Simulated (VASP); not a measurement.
SiNi: single point with PBE

The system is SiNi.

```
Ni Si
1.0
     2.94277    0.00000    0.00000
     0.00000    3.28033    0.00000
     0.00000    0.00000    4.67745
Ni Si
2 2
Direct
  0.50000 0.50000 0.34250
  0.00000 0.00000 0.65750
  0.50000 0.50000 0.84314
  0.00000 0.00000 0.15686
```

- Program: VASP 6.6.1
- Task: single point
- Functional: PBE
- Potentials or basis: VASP PAW PBE potentials, release 64 (Ni, Si)
- Cutoff: 520 eV
- k mesh: 8 × 7 × 5
- Occupations: fermi-dirac, width 0.05 eV
- Spin: collinear spin, zero start
- Starting moments: [0.0, 0.0, 0.0, 0.0] μB
- Fixed moment: 0 μB

- Pressure: 6.7 GPa
- Largest force: 0.044 eV/Å
- Net moment: 0.00 μB per cell
- Valence electrons inside the program's atomic spheres: Ni 9.59; Si 1.62

Forces on the atoms (eV/Å):
```
Ni   0.000  0.000  0.044
Ni   0.000  0.000 -0.044
Si   0.000  0.000  0.038
Si   0.000  0.000 -0.038
```

Stress tensor (GPa, compression positive):
```
5.79 0.00 0.00
0.00 6.92 0.00
0.00 0.00 7.35
```

Run time: 79 s on 1 thread of Intel(R) Xeon(R) Platinum 8259CL CPU @ 2.50GHz (Skylake/Cascade Lake), with other jobs on the host, peak memory 0.23 GiB.

Caveat: the total moment is fixed, so each spin has its own Fermi level.
